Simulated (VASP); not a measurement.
Runs of VASP 6.6.1 on Yb. The structure is that of space group Fm-3m (No. 225), or close to it. The cells are those of the table. 

| task | cell | k mesh | cutoff (eV) | gap on the mesh (eV) | pressure (GPa) |
| --- | --- | --- | --- | --- | --- |
| relaxation of cell and atoms | relaxed to 46 GPa from a = 2.917 Å, angles 60.0°, 1 atom | 16 × 16 × 16 | 600 | none | 46.0 |
| single point | a = 2.917 Å, angles 60.0°, 1 atom | 16 × 16 × 16 | 520 | none | 46.4 |
| single point | a = 2.918 Å, angles 60.0°, 1 atom | 16 × 16 × 16 | 520 | none | 45.8 |
| relaxation of cell and atoms | relaxed to 46 GPa from a = 2.918 Å, angles 60.0°, 1 atom | 16 × 16 × 16 | 600 | none | 46.0 |
| relaxation of cell and atoms | relaxed from a = 3.693 Å, angles 60.0°, 1 atom | 13 × 13 × 13 | 600 | - | 0.0 |
| single point | a = 3.693 Å, angles 60.0°, 1 atom | 13 × 13 × 13 | 520 | - | (a) |

Alike in all rows: level PBE; potentials or basis VASP PAW PBE potentials, release 64 (Yb); no spin polarisation; smearing fermi-dirac 0.08 eV.

Q: Estimate the missing entries.

A: (a) -0.7.

Caveats: spin-orbit coupling is left out, which moves the levels of the heavy elements; the cell is relaxed towards a set pressure, so the run minimises the enthalpy, not the energy (at least some runs); the cell stands under pressure (at least some runs).

A k mesh can miss the band edges, and the runs leave out spin-orbit coupling on Yb.

A gap of «none» marks levels without a gap at the run's occupations.
